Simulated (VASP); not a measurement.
Input of a VASP 6.6.1 run:

INCAR

```
PREC = Accurate ; ENCUT = 600
EDIFF = 1E-6 ; ISMEAR = 0
SIGMA = 0.01 ; LREAL = F
LASPH = T ; NELM = 100
ALGO = Normal ; ISIF = 3
LWAVE = F ; LCHARG = F
GGA = PE ; IBRION = 2
NSW = 100 ; EDIFFG = -0.005
```

The input KPOINTS:

```
Automatic mesh
0
Gamma
  12 12 6
```

POSCAR

```
Ge
1.0
    3.9975858431      0.0000000000      0.0000000000
   -1.9987929216      3.4620108940      0.0000000000
    0.0000000000      0.0000000000      6.5993779500
Ge
4
Direct
    0.6666666700      0.3333333300      0.0629012500
    0.3333333300      0.6666666700      0.5629012500
    0.6666666700      0.3333333300      0.4370987500
    0.3333333300      0.6666666700      0.9370987500
```

Potentials or basis: VASP PAW PBE potentials, release 64 (Ge_d).

Launch:

```sh
$ cat potpaw_PBE.64/Ge_d/POTCAR > POTCAR
$ mpirun -np 1 vasp_std > vasp.out
```

(1) Estimate the band gap on the k mesh.

(2) What does it give for the relaxed cell?

(3) Estimate the space group after relaxing (to 0.05 Å).

(4) Estimate the relaxed volume.

## Answers

(1) zero (band 28 reaches 4.51 eV, above the bottom of band 29 at 4.50 eV).

(2) a = 4.056 Å, b = 4.056 Å, c = 6.691 Å, α = 90.00°, β = 90.00°, γ = 120.00°.

(3) P6_3/mmc (No. 194).

(4) 23.83 Å³/atom.
